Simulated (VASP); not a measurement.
Wanted: the native input for a VASP 6.6.1 run.

```yaml
Task: single point
Functional: PBE
Potentials_or_basis: VASP PAW PBE potentials, release 64 (Pb_d, S)
Cutoff: 520 eV
k_mesh: 10 × 10 × 10
Occupations: gaussian, width 0.01 eV
Spin: no spin polarisation
Dipole_correction: no
Further_INCAR_settings: ALGO = Normal; EDIFF = 1e-06; NBANDS = 17
```

The structure of PbS lies in POSCAR:

```
PbS
1.0
    0.0000000000      3.0045094525      3.0045094525
    3.0045094525      0.0000000000      3.0045094525
    3.0045094525      3.0045094525      0.0000000000
Pb S
1 1
Direct
    0.0000000000      0.0000000000      0.0000000000
    0.5000000000      0.5000000000      0.5000000000
```

One way to write it, as run:

INCAR

```
SYSTEM = PbS
PREC = Accurate ; ENCUT = 520
EDIFF = 1E-6 ; ISMEAR = 0
SIGMA = 0.01 ; LREAL = .FALSE.
LASPH = .TRUE. ; NELM = 60
ALGO = Normal ; ISIF = 2
LWAVE = .FALSE. ; LCHARG = .TRUE.
GGA = PE ; LELF = .TRUE.
LVHAR = .TRUE. ; NBANDS = 17
```

KPOINTS

```
regular mesh
0
G
  10 10 10
  0 0 0
```

Potentials or basis: VASP PAW PBE potentials, release 64 (Pb_d, S).

Command:

```console
$ cat potpaw_PBE.64/Pb_d/POTCAR potpaw_PBE.64/S/POTCAR > POTCAR
$ mpirun -np 1 vasp_std > vasp.out
```

It gave:

```json
{"Pressure": "-0.1 GPa", "Band gap on the k mesh": "0.50 eV, direct"}
```

Caveat: spin-orbit coupling is left out, which moves the levels of the heavy elements.

Run time: 20 s on 1 thread of Intel(R) Xeon(R) 6975P-C (Granite Rapids), with other jobs on the host, peak memory 0.19 GiB.
